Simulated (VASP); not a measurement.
# Mo (Pm-3m) in VASP: further runs

Mo is run at these levels: PBEsol; tasks: single point.

All numbers are computed with VASP 6.6.1; they aren't measurements. Logs are shortened: lines on timing, memory, paths and dates and some standing lists are left out, and cuts for length are marked.

## (1) The cell of the first run

Symmetry: Pm-3m, No. 221, cubic system. The conventional cell has a = 2.575 Å, b = 2.575 Å, c = 2.575 Å, α = 90.00°, β = 90.00°, γ = 90.00°. Within 3.4 Å of Mo (site symmetry m-3m) lie 6 Mo at 2.57 Å.

## (2) Single point, PBEsol

INCAR reads:

```
ALGO = Normal ; EDIFF = 1E-7
ENCUT = 520 ; GGA = PS
ISIF = 2 ; ISMEAR = -1
LASPH = True ; LCHARG = True
LELF = True ; LREAL = False
LVHAR = True ; LWAVE = False
NBANDS = 13 ; NELM = 100
PREC = Accurate ; SIGMA = 0.1
```

KPOINTS reads:

```
k-points
0
Gamma
  12 12 12
```

POSCAR reads:

```
Mo
1.0
    2.5746722695      0.0000000000      0.0000000000
    0.0000000000      2.5746722695      0.0000000000
    0.0000000000      0.0000000000      2.5746722695
Mo
1
Direct
    0.0000000000      0.0000000000      0.0000000000
```

Potentials or basis: VASP PAW PBE potentials, release 64 (Mo_sv).

Command:

```sh
cat potpaw_PBE.64/Mo_sv/POTCAR > POTCAR
mpirun -np 1 vasp_std > vasp.out
```

OUTCAR:

```text
EDIFF = 1E-7
   ENCUT = 520
   GGA = PS
   ISIF = 2
   ISMEAR = -1
   LASPH = True
   LREAL = False
   NELM = 100
   PREC = Accurate

 ion  position               nearest neighbor table
   1  0.000  0.000  0.000-

  LATTYP: Found a simple cubic cell.
 ALAT       =     2.5746722695

  Lattice vectors:

 A1 = (   2.5746722695,   0.0000000000,   0.0000000000)
 A2 = (   0.0000000000,   2.5746722695,   0.0000000000)
 A3 = (   0.0000000000,   0.0000000000,   2.5746722695)

Analysis of symmetry for initial positions (statically):
=====================================================================
 Subroutine PRICEL returns:
 Original cell was already a primitive cell.

 Routine SETGRP: Setting up the symmetry group for a
 simple cubic supercell.

 Subroutine GETGRP returns: Found 48 space group operations
 (whereof 48 operations were pure point group operations)
 out of a pool of 48 trial point group operations.

The static configuration has the point symmetry O_h .

Analysis of symmetry for dynamics (positions and initial velocities):
=====================================================================
 Subroutine PRICEL returns:
 Original cell was already a primitive cell.

 Routine SETGRP: Setting up the symmetry group for a
 simple cubic supercell.

 Subroutine GETGRP returns: Found 48 space group operations
 (whereof 48 operations were pure point group operations)
 out of a pool of 48 trial point group operations.

The dynamic configuration has the point symmetry O_h .

 Subroutine INISYM returns: Found 48 space group operations
 (whereof 48 operations are pure point group operations),
 and found     1 'primitive' translations

----------------------------------------------------------------------------------------

                                     Primitive cell

  volume of cell :      17.0673

  direct lattice vectors                    reciprocal lattice vectors
     2.574672270  0.000000000  0.000000000     0.388398948  0.000000000  0.000000000
     0.000000000  2.574672270  0.000000000     0.000000000  0.388398948  0.000000000
     0.000000000  0.000000000  2.574672270     0.000000000  0.000000000  0.388398948

  length of vectors
     2.574672270  2.574672270  2.574672270     0.388398948  0.388398948  0.388398948

  position of ions in fractional coordinates (direct lattice)
     0.000000000  0.000000000  0.000000000

  ion indices of the primitive-cell ions
   primitive index   ion index
                 1           1

----------------------------------------------------------------------------------------

 KPOINTS: k-points

Automatic generation of k-mesh.
 Grid dimensions read from file:
 generate k-points for:   12   12   12

 Generating k-lattice:

  Cartesian coordinates                     Fractional coordinates (reciprocal lattice)
     0.032366579  0.000000000  0.000000000     0.083333333  0.000000000  0.000000000
     0.000000000  0.032366579  0.000000000     0.000000000  0.083333333  0.000000000
     0.000000000  0.000000000  0.032366579     0.000000000  0.000000000  0.083333333

  Length of vectors
     0.032366579  0.032366579  0.032366579

  Shift w.r.t. Gamma in fractional coordinates (k-lattice)
     0.000000000  0.000000000  0.000000000

 Subroutine IBZKPT returns following result:
 ===========================================

 Found     84 irreducible k-points:

 Following reciprocal coordinates:
            Coordinates               Weight
  0.000000  0.000000  0.000000      1.000000
  0.083333  0.000000  0.000000      6.000000
  0.166667  0.000000  0.000000      6.000000
  0.250000  0.000000  0.000000      6.000000
  0.333333  0.000000  0.000000      6.000000
  0.416667  0.000000  0.000000      6.000000
[... 16 lines left out ...]
  0.333333  0.333333  0.000000     12.000000
  0.416667  0.333333  0.000000     24.000000
 [... further k-points ...]
   k-points           NKPTS =     84   k-points in BZ     NKDIM =     84   number of bands    NBANDS=     13
   number of dos      NEDOS =    301   number of ions     NIONS =      1
   total plane-waves  NPLWV =   8000
   dimension x,y,z NGX =    20 NGY =   20 NGZ =   20
   dimension x,y,z NGXF=    40 NGYF=   40 NGZF=   40
   ions per type =               1
   NGX,Y,Z   is equivalent  to a cutoff of  12.91, 12.91, 12.91 a.u.
   NGXF,Y,Z  is equivalent  to a cutoff of  25.83, 25.83, 25.83 a.u.
 SYSTEM =  unknown system
   PREC   = accura    normal or accurate (medium, high low for compatibility)
   ISTART =      0    job   : 0-new  1-cont  2-samecut
   ICHARG =      2    charge: 1-file 2-atom 10-const
   ISPIN  =      1    spin polarized calculation?
   LNONCOLLINEAR =      F non collinear calculations
   LSORBIT =      F    spin-orbit coupling
   LASPH  =      T    aspherical Exc in radial PAW
   ENCUT  =  520.0 eV  38.22 Ry    6.18 a.u.   4.79  4.79  4.79*2*pi/ulx,y,z
   NELM   =    100;   NELMIN=  2; NELMDL= -5     # of ELM steps
   EDIFF  = 0.1E-06   stopping-criterion for ELM
[... 115 lines left out ...]
     12      28.2219      0.00000
     13      29.6485      0.00000

 k-point     5 :       0.3333    0.0000    0.0000
  band No.  band energies     occupation
      1     -49.8926      2.00000
      2     -24.5172      2.00000
      3     -23.1696      2.00000
      4     -23.1696      2.00000
      5       6.5549      2.00000
      6       7.3379      2.00000
      7      10.0998      1.99943
      8      12.2828      0.00000
      9      12.2828      0.00000
     10      15.2331      0.00000
     11      20.6193      0.00000
     12      26.6374      0.00000
     13      31.0629      0.00000

 k-point     6 :       0.4167    0.0000    0.0000
  band No.  band energies     occupation
      1     -49.8513      2.00000
      2     -24.7968      2.00000
      3     -23.1418      2.00000
      4     -23.1418      2.00000
      5       7.1646      2.00000
      6       7.5218      2.00000
      7      10.8719      1.21775
      8      11.7823      0.00035
      9      11.7823      0.00035
     10      15.2980      0.00000
     11      20.3485      0.00000
     12      25.6379      0.00000
     13      31.0848      0.00000

 k-point     7 :       0.5000    0.0000    0.0000
  band No.  band energies     occupation
      1     -49.8360      2.00000
      2     -24.8974      2.00000
      3     -23.1315      2.00000
      4     -23.1315      2.00000
      5       7.4201      2.00000
      6       7.5914      2.00000
      7      11.0764      0.33526
      8      11.6084      0.00197
      9      11.6084      0.00197
     10      15.3220      0.00000
     11      20.4712      0.00000
     12      25.2953      0.00000
     13      30.1649      0.00000
[... 193 lines left out ...]
 k-point    20 :       0.3333    0.2500    0.0000
  band No.  band energies     occupation
      1     -49.7860      2.00000
      2     -24.4102      2.00000
      3     -23.9743      2.00000
      4     -23.0979      2.00000
      5       7.1953      2.00000
      6       8.0182      2.00000
      7      10.6388      1.88243
      8      12.5737      0.00000
      9      12.7841      0.00000
     10      13.4969      0.00000
     11      21.6707      0.00000
     12      25.5667      0.00000
     13      28.6475      0.00000

 k-point    21 :       0.4167    0.2500    0.0000
  band No.  band energies     occupation
      1     -49.7454      2.00000
      2     -24.6826      2.00000
      3     -23.9383      2.00000
      4     -23.0708      2.00000
      5       7.2527      2.00000
      6       8.0007      2.00000
      7      10.7866      1.57029
      8      12.1047      0.00001
      9      13.5887      0.00000
     10      14.3037      0.00000
     11      20.5006      0.00000
     12      26.6295      0.00000
     13      28.1443      0.00000

 k-point    22 :       0.5000    0.2500    0.0000
  band No.  band energies     occupation
      1     -49.7305      2.00000
      2     -24.7807      2.00000
      3     -23.9249      2.00000
      4     -23.0608      2.00000
      5       7.2109      2.00000
      6       8.0483      2.00000
      7      10.8271      1.41813
      8      11.9391      0.00007
      9      13.6254      0.00000
     10      15.0366      0.00000
     11      20.0235      0.00000
     12      27.1098      0.00000
     13      28.6401      0.00000

 k-point    23 :       0.3333    0.3333    0.0000
  band No.  band energies     occupation
      1     -49.7317      2.00000
      2     -24.3705      2.00000
      3     -24.3389      2.00000
      4     -23.0616      2.00000
      5       6.8335      2.00000
      6       8.0526      2.00000
      7      12.2127      0.00000
      8      12.6441      0.00000
      9      12.8749      0.00000
     10      13.4302      0.00000
     11      21.2019      0.00000
     12      25.2103      0.00000
     13      28.5148      0.00000

 k-point    24 :       0.4167    0.3333    0.0000
  band No.  band energies     occupation
      1     -49.6915      2.00000
      2     -24.6245      2.00000
      3     -24.3140      2.00000
      4     -23.0349      2.00000
      5       6.4078      2.00000
      6       8.2569      2.00000
      7      12.2750      0.00000
      8      12.8425      0.00000
      9      12.8897      0.00000
     10      14.9858      0.00000
     11      20.1357      0.00000
     12      25.9019      0.00000
     13      28.0091      0.00000

 [... further k-points ...]
[... 5 lines left out ...]
  --------------------------------------------------------------------------------------
  -------------------------------------------------------------------------------------
  Total        0.0563339      0.0563339      0.0563339      0.0000000      0.0000000     -0.0000000
  in kB        5.2882781      5.2882781      5.2882781      0.0000000      0.0000000     -0.0000000
  external PRESSURE =       5.2882781 kB  Pullay stress =       0.0000000 kB

 VOLUME and BASIS-vectors are now :
 -----------------------------------------------------------------------------
  energy-cutoff  :      520.00
  volume of cell :       17.07
      direct lattice vectors                 reciprocal lattice vectors
     2.574672270  0.000000000  0.000000000     0.388398948  0.000000000  0.000000000
     0.000000000  2.574672270  0.000000000     0.000000000  0.388398948  0.000000000
     0.000000000  0.000000000  2.574672270     0.000000000  0.000000000  0.388398948

 POSITION                                       TOTAL-FORCE (eV/Angst)
 -----------------------------------------------------------------------------------
      0.00000      0.00000      0.00000         0.000000      0.000000      0.000000
 -----------------------------------------------------------------------------------
    total drift:                               -0.000000      0.000000      0.000000

  FREE ENERGIE OF THE ION-ELECTRON SYSTEM (eV)
  ---------------------------------------------------
  free  energy   TOTEN  =       -10.5956114724 eV

  energy  without entropy=      -10.5615054782  energy(sigma->0) =      -10.57855848
```

Run time: 5.6 s. Hardware: 1 thread of Intel Xeon 6975P-C (Granite Rapids), shared host; peak memory 0.13 GiB.

Results:

| Quantity | Value |
| --- | --- |
| Free energy | -10.5956 eV |
| Pressure | 0.5 GPa |
| Band gap on the k mesh | zero (band 7 reaches 12.38 eV, above the bottom of band 8 at 10.10 eV) |

Caveat: the PAW data sets were made with another functional, which shifts forces and pressure a little.

## (3) Single point, PBEsol (volume scaled by 0.88)

INCAR reads:

```
SYSTEM = Mo
ALGO = Normal
EDIFF = 1E-6
ENCUT = 520
GGA = PS
ISIF = 2
ISMEAR = -1
LASPH = .True.
LCHARG = .False.
LREAL = .False.
LWAVE = .False.
NBANDS = 13
NELM = 60
PREC = Accurate
SIGMA = 0.1
```

KPOINTS reads:

```
k-points
0
Gamma
  14 14 14
  0 0 0
```

POSCAR reads:

```
Mo
1.0
    2.4672671675      0.0000000000      0.0000000000
    0.0000000000      2.4672671675      0.0000000000
    0.0000000000      0.0000000000      2.4672671675
Mo
1
Direct
    0.0000000000      0.0000000000      0.0000000000
```

Potentials or basis: VASP PAW PBE potentials, release 64 (Mo_sv).

Command:

```sh
cat potpaw_PBE.64/Mo_sv/POTCAR > POTCAR
mpirun -np 1 vasp_std > vasp.out
```

It took 5.9 s on 1 thread of Intel Xeon 6975P-C (Granite Rapids), shared host; peak memory 0.13 GiB.

Results (log left out):

```
Free energy            : -10.4087 eV
Pressure               : 33.6 GPa
Band gap on the k mesh : zero (band 7 reaches 14.76 eV, above the bottom of band 8 at 12.16 eV)
```

Levels at points of the mesh, in eV from the Fermi level:
| k point | band 3 | band 4 | band 5 | band 6 | band 7 | band 8 | band 9 | band 10 | band 11 | band 12 |
| --- | --- | --- | --- | --- | --- | --- | --- | --- | --- | --- |
| (0.00, 0.00, 0.00) | -34.04 | -34.04 | -7.03 | -5.11 | -5.11 | 4.73 | 4.73 | 4.73 | 16.79 | 16.79 |
| (0.50, 0.00, 0.00) | -33.81 | -33.81 | -4.01 | -3.80 | 0.22 | 0.63 | 0.63 | 5.16 | 11.13 | 14.46 |
| (0.50, 0.50, 0.00) | -35.99 | -33.60 | -6.66 | -2.57 | 1.48 | 1.48 | 6.69 | 6.69 | 7.58 | 15.78 |
| (0.50, 0.50, 0.50) | -35.67 | -35.67 | -4.74 | -4.74 | -4.74 | 7.28 | 7.87 | 7.87 | 15.13 | 15.13 |

Caveat: the PAW data sets were made with another functional, which shifts forces and pressure a little.

## (4) Single point, PBEsol (volume scaled by 0.92)

INCAR reads:

```
SYSTEM = Mo
  ALGO = Normal
  EDIFF = 1E-6
  ENCUT = 520
  GGA = PS
  ISIF = 2
  ISMEAR = -1
  LASPH = .True.
  LCHARG = .False.
  LREAL = .False.
  LWAVE = .False.
  NBANDS = 13
  NELM = 100
  PREC = Accurate
  SIGMA = 0.1
```

KPOINTS is that of step 3.

POSCAR reads:

```
Mo
1.0
    2.5040974805      0.0000000000      0.0000000000
    0.0000000000      2.5040974805      0.0000000000
    0.0000000000      0.0000000000      2.5040974805
Mo
1
Direct
    0.0000000000      0.0000000000      0.0000000000
```

Command:

```sh
cat potpaw_PBE.64/Mo_sv/POTCAR > POTCAR
mpirun -np 1 vasp_std > vasp.out
```

Wall time 6.7 s (1 thread of Intel Xeon 6975P-C (Granite Rapids), shared host); peak memory 0.14 GiB.

Results (log left out):

- Free energy: -10.5217 eV
- Pressure: 19.7 GPa
- Band gap on the k mesh: zero (band 7 reaches 13.97 eV, above the bottom of band 8 at 11.40 eV)

Levels at points of the mesh, in eV from the Fermi level:
| k point | band 5 | band 6 | band 7 | band 8 | band 9 | band 10 |
| --- | --- | --- | --- | --- | --- | --- |
| (0.00, 0.00, 0.00) | -6.90 | -4.82 | -4.82 | 4.46 | 4.46 | 4.46 |
| (0.50, 0.00, 0.00) | -3.79 | -3.73 | 0.16 | 0.63 | 0.63 | 4.86 |
| (0.50, 0.50, 0.00) | -6.26 | -2.48 | 1.42 | 1.42 | 6.40 | 6.40 |
| (0.50, 0.50, 0.50) | -4.44 | -4.44 | -4.44 | 7.40 | 7.40 | 7.41 |

Caveat: the PAW data sets were made with another functional, which shifts forces and pressure a little.

## (5) Single point, PBEsol (volume scaled by 0.96)

INCAR reads:

```
SYSTEM = Mo
PREC = Accurate
ENCUT = 520
EDIFF = 1E-7
ISMEAR = -1
SIGMA = 0.1
LREAL = .False.
LASPH = .True.
NELM = 100
ALGO = Normal
ISIF = 2
LWAVE = .False.
LCHARG = .False.
GGA = PS
NBANDS = 13
```

KPOINTS reads:

```
regular mesh
0
Gamma
  14 14 14
  0 0 0
```

POSCAR reads:

```
Mo
1.0
    2.5398751354      0.0000000000      0.0000000000
    0.0000000000      2.5398751354      0.0000000000
    0.0000000000      0.0000000000      2.5398751354
Mo
1
Direct
    0.0000000000      0.0000000000      0.0000000000
```

Command:

```sh
cat potpaw_PBE.64/Mo_sv/POTCAR > POTCAR
mpirun -np 1 vasp_std > vasp.out
```

Wall time 7.1 s (1 thread of Intel Xeon 6975P-C (Granite Rapids), shared host); peak memory 0.13 GiB.

Results (log left out):

```yaml
Free_energy: -10.5813 eV
Pressure: 8.5 GPa
Band_gap_on_the_k_mesh: zero (band 7 reaches 13.24 eV, above the bottom of band 8 at 10.73 eV)
```

Levels at points of the mesh, in eV from the Fermi level:
```
           k point  band 4  band 5  band 6  band 7  band 8  band 9  band 10  band 11
(0.00, 0.00, 0.00)  -34.20   -6.77   -4.57   -4.57    4.22    4.22     4.22    16.01
(0.50, 0.00, 0.00)  -34.02   -3.65   -3.59    0.12    0.62    0.62     4.59     9.98
(0.50, 0.50, 0.00)  -33.86   -5.90   -2.40    1.36    1.36    6.13     6.13     6.73
(0.50, 0.50, 0.50)  -35.50   -4.17   -4.17   -4.17    6.98    6.98     7.53    13.72
```

Caveat: the PAW data sets were made with another functional, which shifts forces and pressure a little.

## (6) Single point, PBEsol

INCAR reads:

```
PREC = Accurate
ENCUT = 520
EDIFF = 1E-7
ISMEAR = -1
SIGMA = 0.1
LREAL = F
LASPH = T
NELM = 80
ALGO = Normal
ISIF = 2
LWAVE = F
LCHARG = F
GGA = PS
NBANDS = 13
```

KPOINTS reads:

```
Automatic mesh
0
Gamma
  14 14 14
```

POSCAR reads:

```
Mo
1.0
    2.5746722695      0.0000000000      0.0000000000
    0.0000000000      2.5746722695      0.0000000000
    0.0000000000      0.0000000000      2.5746722695
Mo
1
Direct
    0.0000000000      0.0000000000      0.0000000000
```

Potentials or basis: VASP PAW PBE potentials, release 64 (Mo_sv).

Command:

```sh
cat potpaw_PBE.64/Mo_sv/POTCAR > POTCAR
mpirun -np 1 vasp_std > vasp.out
```

Run time: 7.1 s. Hardware: 1 thread of Intel Xeon 6975P-C (Granite Rapids), shared host; peak memory 0.14 GiB.

Results (log left out):

* Free energy: -10.5976 eV
* Pressure: -0.6 GPa
* Band gap on the k mesh: zero (band 7 reaches 12.55 eV, above the bottom of band 8 at 10.20 eV)

Levels at points of the mesh, in eV from the Fermi level:
```tsv
k point	band 4	band 5	band 6	band 7	band 8	band 9	band 10	band 11
(0.00, 0.00, 0.00)	-34.27	-6.64	-4.33	-4.33	3.99	3.99	3.99	15.66
(0.50, 0.00, 0.00)	-34.12	-3.58	-3.40	0.08	0.62	0.62	4.34	9.48
(0.50, 0.50, 0.00)	-33.97	-5.56	-2.32	1.31	1.31	5.89	5.89	6.36
(0.50, 0.50, 0.50)	-35.43	-3.92	-3.92	-3.92	6.59	6.59	7.63	13.11
```

Caveat: the PAW data sets were made with another functional, which shifts forces and pressure a little.

## (7) Overview

| cell | k mesh | gap on the mesh (eV) | pressure (GPa) |
| --- | --- | --- | --- |
| a = 2.575 Å, 1 atom | 12 × 12 × 12 | none | 0.5 |
| a = 2.467 Å, 1 atom | 14 × 14 × 14 | none | 33.6 |
| a = 2.504 Å, 1 atom | 14 × 14 × 14 | none | 19.7 |
| a = 2.540 Å, 1 atom | 14 × 14 × 14 | none | 8.5 |
| a = 2.575 Å, 1 atom | 14 × 14 × 14 | none | -0.6 |

Alike in all rows: task single point; level PBEsol; potentials or basis VASP PAW PBE potentials, release 64 (Mo_sv); no spin polarisation; cutoff (eV) 520; smearing fermi-dirac 0.1 eV.

Caveats: the PAW data sets were made with another functional, which shifts forces and pressure a little.

Absolute energies hang on the potentials; compare differences alone.
